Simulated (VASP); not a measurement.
# AlN (Cm) in VASP: a series of runs

AlN is run at these levels: PBEsol; tasks: single point.

Program: VASP 6.6.1. These are calculated values, not measurements. Logs are shortened: lines on timing, memory, paths and dates and some standing lists are left out, and cuts for length are marked.

### Step 1. The cell of the first run

The structure is monoclinic, space group Cm (No. 8). Conventional cell: a = 5.393 Å, b = 3.114 Å, c = 13.440 Å, α = 90.00°, β = 101.57°, γ = 90.00°. Within 2.5 Å of Al (site symmetry m) lie 3 N at 1.89 Å. Al (site symmetry m) has 4 N at 1.89 to 1.90 Å within 2.5 Å. Within 2.5 Å of Al (site symmetry m) lie 4 N at 1.89 to 1.90 Å. Al (site symmetry m) has 4 N at 1.89 to 1.90 Å within 2.5 Å. N (site symmetry m) has 3 Al at 1.89 Å within 2.5 Å. N (site symmetry m) has 4 Al at 1.89 to 1.90 Å within 2.5 Å. Within 2.5 Å of N (site symmetry m) lie 4 Al at 1.89 to 1.90 Å. N (site symmetry m) has 4 Al at 1.89 to 1.90 Å within 2.5 Å.

### Step 2. Single point, PBEsol

Input file INCAR:

```
PREC = Accurate ; ENCUT = 520
EDIFF = 1E-6 ; ISMEAR = 0
SIGMA = 0.05 ; LREAL = F
LASPH = T ; NELM = 100
ALGO = Normal ; ISIF = 2
LWAVE = F ; LCHARG = F
GGA = PS ; ISYM = 0
NBANDS = 26
```

Input file KPOINTS:

```
Automatic mesh
0
Gamma
  8 8 3
```

Input file POSCAR:

```
AlN
1.0
   -3.1135599822      0.0000000000      0.0000000000
   -1.5567799911     -2.6964220408      0.0000000000
   -0.7783899956     -1.3482110204     13.1667009506
Al N
4 4
Direct
    0.3333333333     -0.0090049434      0.6846765534
    0.3333333333      0.1802357212      0.3061952243
    0.6666666667      0.6081893868      0.1169545598
    0.6666666667      0.4189487222      0.4954358889
    0.3333333333      0.2971902810      0.0722861048
    0.3333333333      0.1079496164      0.4507674338
    0.6666666667      0.5359032820      0.2615267693
    0.6666666667      0.3466626175      0.6400080984
```

Potentials or basis: VASP PAW PBE potentials, release 64 (Al, N).

On the command line:

```bash
> cat potpaw_PBE.64/Al/POTCAR potpaw_PBE.64/N/POTCAR > POTCAR
> mpirun -np 1 vasp_std > vasp.out
```

OUTCAR:

```text
PREC = Accurate
   ENCUT = 520
   EDIFF = 1E-6
   ISMEAR = 0
   LREAL = F
   LASPH = T
   NELM = 100
   ISIF = 2
   GGA = PS
   ISYM = 0

 ion  position               nearest neighbor table
   1  0.333  0.991  0.685-   8 1.89   8 1.89   8 1.89   4 3.07   4 3.07   4 3.07
   2  0.333  0.180  0.306-   7 1.89   7 1.89   7 1.89   6 1.90   3 3.07   3 3.07   3 3.07   4 3.07
                             4 3.07   4 3.07
   3  0.667  0.608  0.117-   5 1.89   5 1.89   5 1.89   7 1.90   2 3.07   2 3.07   2 3.07
   4  0.667  0.419  0.495-   6 1.89   6 1.89   6 1.89   8 1.90   1 3.07   1 3.07   1 3.07   2 3.07
                             2 3.07   2 3.07
   5  0.333  0.297  0.072-   3 1.89   3 1.89   3 1.89
   6  0.333  0.108  0.451-   4 1.89   4 1.89   4 1.89   2 1.90
   7  0.667  0.536  0.262-   2 1.89   2 1.89   2 1.89   3 1.90
   8  0.667  0.347  0.640-   1 1.89   1 1.89   1 1.89   4 1.90

IMPORTANT INFORMATION: All symmetrisations will be switched off!
NOSYMM: (Re-)initialisation of all symmetry stuff for point group C_1.

----------------------------------------------------------------------------------------

                                     Primitive cell

  volume of cell :     110.5407

  direct lattice vectors                    reciprocal lattice vectors
    -3.113559982  0.000000000  0.000000000    -0.321175762  0.185430913 -0.000000000
    -1.556779991 -2.696422041  0.000000000     0.000000000 -0.370861825 -0.037974585
    -0.778389996 -1.348211020 13.166700951     0.000000000  0.000000000  0.075949169

  length of vectors
     3.113559982  3.113559982 13.258415360     0.370861825  0.372800969  0.075949169

  position of ions in fractional coordinates (direct lattice)
     0.333333333  0.990995057  0.684676553
     0.333333333  0.180235721  0.306195224
     0.666666667  0.608189387  0.116954560
     0.666666667  0.418948722  0.495435889
     0.333333333  0.297190281  0.072286105
     0.333333333  0.107949616  0.450767434
     0.666666667  0.535903282  0.261526769
     0.666666667  0.346662618  0.640008098

  ion indices of the primitive-cell ions
   primitive index   ion index
                 1           1
                 2           2
                 3           3
                 4           4
                 5           5
                 6           6
                 7           7
                 8           8

----------------------------------------------------------------------------------------

 KPOINTS: Automatic mesh

Automatic generation of k-mesh.
 Grid dimensions read from file:
 generate k-points for:    8    8    3

 Generating k-lattice:

  Cartesian coordinates                     Fractional coordinates (reciprocal lattice)
    -0.040146970  0.023178864 -0.000000000     0.125000000  0.000000000 -0.000000000
     0.000000000 -0.046357728 -0.004746823     0.000000000  0.125000000 -0.000000000
     0.000000000  0.000000000  0.025316390     0.000000000  0.000000000  0.333333333

  Length of vectors
     0.046357728  0.046600121  0.025316390

  Shift w.r.t. Gamma in fractional coordinates (k-lattice)
     0.000000000  0.000000000  0.000000000

 -----------------------------------------------------------------------------
|                                                                             |
|           W    W    AA    RRRRR   N    N  II  N    N   GGGG   !!!           |
|           W    W   A  A   R    R  NN   N  II  NN   N  G    G  !!!           |
|           W    W  A    A  R    R  N N  N  II  N N  N  G       !!!           |
|           W WW W  AAAAAA  RRRRR   N  N N  II  N  N N  G  GGG   !            |
|           WW  WW  A    A  R   R   N   NN  II  N   NN  G    G                |
|           W    W  A    A  R    R  N    N  II  N    N   GGGG   !!!           |
|                                                                             |
|     Your reciprocal lattice and k-lattice belong to different lattice       |
|     classes:                                                                |
|                                                                             |
|        The reciprocal lattice is body-centered orthorhombic,                |
|        whereas your k-lattice is base-centered monoclinic.                  |
|                                                                             |
|     Results are often still useful ...                                      |
|                                                                             |
 -----------------------------------------------------------------------------

 WARNING: IBZKPT: internal override: KBLOWUP is changed to .FALSE.
      ... skipping the blow-up phase ...

 Subroutine IBZKPT returns following result:
 ===========================================

 Found     98 irreducible k-points:

 Following reciprocal coordinates:
            Coordinates               Weight
  0.000000  0.000000  0.000000      1.000000
  0.125000  0.000000  0.000000      2.000000
  0.250000  0.000000  0.000000      2.000000
  0.375000  0.000000  0.000000      2.000000
  0.500000  0.000000  0.000000      1.000000
  0.000000  0.125000  0.000000      2.000000
[... 16 lines left out ...]
  0.125000  0.375000  0.000000      2.000000
  0.250000  0.375000  0.000000      2.000000
 [... further k-points ...]
   k-points           NKPTS =     98   k-points in BZ     NKDIM =     98   number of bands    NBANDS=     26
   number of dos      NEDOS =    301   number of ions     NIONS =      8
   total plane-waves  NPLWV =  57600
   dimension x,y,z NGX =    24 NGY =   24 NGZ =  100
   dimension x,y,z NGXF=    48 NGYF=   48 NGZF=  200
   ions per type =               4   4
   NGX,Y,Z   is equivalent  to a cutoff of  12.81, 12.81, 12.54 a.u.
   NGXF,Y,Z  is equivalent  to a cutoff of  25.63, 25.63, 25.08 a.u.
 SYSTEM =  unknown system
   PREC   = accura    normal or accurate (medium, high low for compatibility)
   ISTART =      0    job   : 0-new  1-cont  2-samecut
   ICHARG =      2    charge: 1-file 2-atom 10-const
   ISPIN  =      1    spin polarized calculation?
   LNONCOLLINEAR =      F non collinear calculations
   LSORBIT =      F    spin-orbit coupling
   LASPH  =      T    aspherical Exc in radial PAW
   ENCUT  =  520.0 eV  38.22 Ry    6.18 a.u.   5.79  5.79 24.65*2*pi/ulx,y,z
   NELM   =    100;   NELMIN=  2; NELMDL= -5     # of ELM steps
   EDIFF  = 0.1E-05   stopping-criterion for ELM
   LREAL  =      F    real-space projection
   EDIFFG = 0.1E-04   stopping-criterion for IOM
   NSW    =      0    number of steps for IOM
   IBRION =     -1    ionic relax: 0-MD 1-quasi-New 2-CG
   NFREE  =      0    steps in history (QN), initial steepest desc. (CG)
   ISIF   =      2    stress and relaxation
   ISYM   =      0    0-nonsym 1-usesym 2-fastsym
   POTIM  = 0.5000    time-step for ionic-motion
   TEBEG  =    0.0;   TEEND  =   0.0 temperature during run
   PSTRESS=    0.0 pullay stress
   NELECT =      32.0000    total number of electrons
   NUPDOWN=      -1.0000    fix difference up-down
   EMIN   =  10.00;   EMAX   =-10.00  energy-range for DOS
   EFERMI =   0.00;   METHOD = LEGACY
   ISMEAR =     0;   SIGMA  =   0.05  broadening in eV -4-tet -1-fermi 0-gaus
   EFERMI_NEDOS =   21; number of points for ismear=-14 and -15
   IALGO  =     38    algorithm
   IMIX   =      4    mixing-type and parameters
     AMIX     =   0.40;   BMIX     =  1.00
     AMIX_MAG =   1.60;   BMIX_MAG =  1.00
  volume/ion in A,a.u.               =      13.82        93.25
  Fermi-wavevector in a.u.,A,eV,Ry     =   1.082973  2.046521 15.957316  1.172830
  Thomas-Fermi vector in A             =   2.219027
   LORBIT       =      0    0 simple, 1 ext, 2 COOP (PROOUT), +10 PAW based schemes
   GGA     = PS    functional components
   LHFCALC =     F    Hartree Fock is set to
   AEXX    =    0.0000 exact exchange contribution
   IVDW    =     0    specifies the selected vdW correction
   LEPSILON=     F    determine dielectric tensor
   LRPA    =     F    only Hartree local field effects (RPA)
 non-spin polarized calculation
 Gauss-broadening in eV      SIGMA  =   0.05
  energy-cutoff  :      520.00
  volume of cell :      110.54
 maximum number of plane-waves:      2996
   NGX = 11   NGY = 11   NGZ = 49

 number of electron      31.9999998 magnetization

 Free energy of the ion-electron system (eV)
  ---------------------------------------------------
  ext. energy  EPLUGINS =         0.00000000
  ---------------------------------------------------
  free energy    TOTEN  =       -58.66850277 eV

  energy without entropy =      -58.65907605  energy(sigma->0) =      -58.66378941

 E-fermi :   4.5304     XC(G=0):  -9.3862

 val. band max:        4.5288026215   @ k =  -0.2500   0.0000   0.3333
 cond. band min:       4.5376808541   @ k =   0.2500   0.2500   0.3333
 fundamental gap:      0.0088782326
 Fermi energy:         4.5303695714

 k-point     1 :       0.0000    0.0000    0.0000
  band No.  band energies     occupation
      1     -12.9921      2.00000
      2     -11.6954      2.00000
      3     -10.4889      2.00000
      4      -8.5636      2.00000
      5      -3.3388      2.00000
      6      -1.2273      2.00000
[... 18 lines left out ...]
     25      12.8953      0.00000
     26      13.9918      0.00000

 k-point     2 :       0.1250    0.0000    0.0000
  band No.  band energies     occupation
      1     -12.8103      2.00000
      2     -11.5269      2.00000
      3     -10.3294      2.00000
      4      -8.4148      2.00000
      5      -3.1343      2.00000
      6      -1.2150      2.00000
[... 18 lines left out ...]
     25      13.0946      0.00000
[... 608 lines left out ...]
     25      12.7603      0.00000
     26      13.2634      0.00000

 k-point    24 :       0.2500    0.3750    0.0000
  band No.  band energies     occupation
      1     -11.9067      2.00000
      2     -10.7195      2.00000
      3      -9.5720      2.00000
      4      -7.7232      2.00000
      5      -2.7156      2.00000
      6      -2.2979      2.00000
[... 18 lines left out ...]
     25      12.7361      0.00000
     26      13.4515      0.00000

 [... further k-points ...]

------------------------ aborting loop because EDIFF is reached ----------------------------------------

  FORCE on cell =-STRESS in cart. coord.  units (eV):
  Direction    XX          YY          ZZ          XY          YZ          ZX
  --------------------------------------------------------------------------------------
  -------------------------------------------------------------------------------------
  Total       -1.1602866     -1.1672213     -0.1922534     -0.0059882     -0.0023457      0.0041045
  in kB      -16.8172032    -16.9177146     -2.7865221     -0.0867933     -0.0339981      0.0594900
  external PRESSURE =     -12.1738133 kB  Pullay stress =       0.0000000 kB

 VOLUME and BASIS-vectors are now :
 -----------------------------------------------------------------------------
  energy-cutoff  :      520.00
  volume of cell :      110.54
      direct lattice vectors                 reciprocal lattice vectors
    -3.113559982  0.000000000  0.000000000    -0.321175762  0.185430913 -0.000000000
    -1.556779991 -2.696422041  0.000000000     0.000000000 -0.370861825 -0.037974585
    -0.778389996 -1.348211020 13.166700951     0.000000000  0.000000000  0.075949169

 POSITION                                       TOTAL-FORCE (eV/Angst)
 -----------------------------------------------------------------------------------
     -3.11356     -3.59523      9.01493         0.000410     -0.000249     -0.319387
     -1.55678     -0.89881      4.03158         0.000047     -0.000035     -1.312514
     -3.11356     -1.79761      1.53991        -0.000117      0.000059     -2.049824
     -3.11356     -1.79761      6.52326        -0.000208      0.000118     -1.388031
     -1.55678     -0.89881      0.95177         0.000703     -0.000521      1.536062
     -1.55678     -0.89881      5.93512        -0.000277     -0.000046      1.204911
     -3.11356     -1.79761      3.44344        -0.000020      0.000147      1.344262
     -3.11356     -1.79761      8.42680        -0.000538      0.000527      0.984521
 -----------------------------------------------------------------------------------
    total drift:                               -0.000000      0.000023      0.000448

  FREE ENERGIE OF THE ION-ELECTRON SYSTEM (eV)
  ---------------------------------------------------
  free  energy   TOTEN  =       -58.6685027688 eV

  energy  without entropy=      -58.6590760462  energy(sigma->0) =      -58.66378941
```

Run time: 4 min. Hardware: 1 thread of Intel Xeon Platinum 8488C (Sapphire Rapids), shared host; peak memory 0.35 GiB.

Results:

| Item | Value |
| --- | --- |
| Free energy | -58.6685 eV |
| Pressure | -1.2 GPa |
| Largest force | 2.050 eV/Å |
| Band gap on the k mesh | zero (bands 16 and 17 overlap by 0.20 eV) |

Forces in eV/Å, atoms in the order of the input:
```
Al   0.000  0.000 -0.319
Al   0.000  0.000 -1.313
Al   0.000  0.000 -2.050
Al   0.000  0.000 -1.388
N    0.001 -0.001  1.536
N    0.000  0.000  1.205
N    0.000  0.000  1.344
N   -0.001  0.001  0.985
```

Stress tensor (GPa, compression positive):
```
-1.68 -0.01  0.01
-0.01 -1.69  0.00
 0.01  0.00 -0.28
```

Caveat: semilocal functionals underestimate gaps, so a narrow gap can read as zero; the PAW data sets were made with another functional, which shifts forces and pressure a little.

(Continued in part 2 of 2.)
